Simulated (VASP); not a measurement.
Here is a VASP 6.6.1 calculation.

File INCAR:

```
SYSTEM = BaTiO3
  PREC = Accurate
  ENCUT = 520
  EDIFF = 1E-7
  ISMEAR = -1
  SIGMA = 0.05
  LREAL = .False.
  LASPH = .True.
  NELM = 60
  ALGO = Normal
  ISIF = 2
  LWAVE = .False.
  LCHARG = .False.
  GGA = PS
  NBANDS = 28
```

KPOINTS

```
Automatic mesh
0
Gamma
  8 8 8
  0 0 0
```

POSCAR

```
BaTiO3
1.0
    3.9841000000      0.0398410000      0.0398410000
    0.0568285000      2.8655080000      2.8741705000
    0.0000875000     -2.8085920000      2.8174295000
Ba Ti O
1 1 3
Direct
    0.0000000000      0.0000000000      0.0000000000
    0.5000000000      0.5079000000      0.5079000000
    0.0000000000      0.4921000000      0.4921000000
    0.5000000000      0.5025100000      0.9937100000
    0.5000000000      0.9937100000      0.5025100000
```

Potentials or basis: VASP PAW PBE potentials, release 64 (Ba_sv, Ti_sv, O).

Command:

```console
$ cat potpaw_PBE.64/Ba_sv/POTCAR potpaw_PBE.64/Ti_sv/POTCAR potpaw_PBE.64/O/POTCAR > POTCAR
$ mpirun -np 1 vasp_std > vasp.out
```

(1) Estimate the band gap on the k mesh.

(2) Estimate the largest force.

(3) What does it give for the pressure?

Answers

(1) 1.69 eV, indirect (least direct gap 1.85 eV).

(2) 0.238 eV/Å.

(3) -2.4 GPa.

Caveat: the cell differs from its parent crystal (equal xy, yz and zx shear strains of +2 %); the PAW data sets were made with another functional, which shifts forces and pressure a little; spin-orbit coupling is left out, which moves the levels of the heavy elements.
